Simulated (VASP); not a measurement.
Al8H, 18 atoms in the cell. The cell holds a slab with vacuum, 18 atoms: a = 5.714 Å, b = 8.080 Å, c = 22.243 Å, α = 90.00°, β = 90.00°, γ = 90.00°. 

| Property | Result |
| --- | --- |
| Program | VASP 6.6.1 |
| Task | single point |
| Functional | PBE |
| Potentials or basis | VASP PAW PBE potentials, release 64 (Al, H) |
| Cutoff | 520 eV |
| k mesh | 5 × 4 × 1 |
| Occupations | gaussian, width 0.1 eV |
| Spin | no spin polarisation |
| Dipole correction | yes |
| Further INCAR settings | LREAL = Auto; ALGO = Normal; EDIFF = 1e-06; NBANDS = 40 |

Potentials or basis: VASP PAW PBE potentials, release 64 (Al, H).

Launch:

```sh
$ cat potpaw_PBE.64/Al/POTCAR potpaw_PBE.64/H/POTCAR > POTCAR
$ mpirun -np 1 vasp_std > vasp.out
```

Hardware: 1 thread of Intel Xeon 6975P-C, with other jobs on the host.

Task: How long does it take, and how much memory?

Result: Run time: 13 min on 1 thread of Intel Xeon 6975P-C, with other jobs on the host, peak memory 0.9 GiB. Counts: scf iterations 25, k points 9.
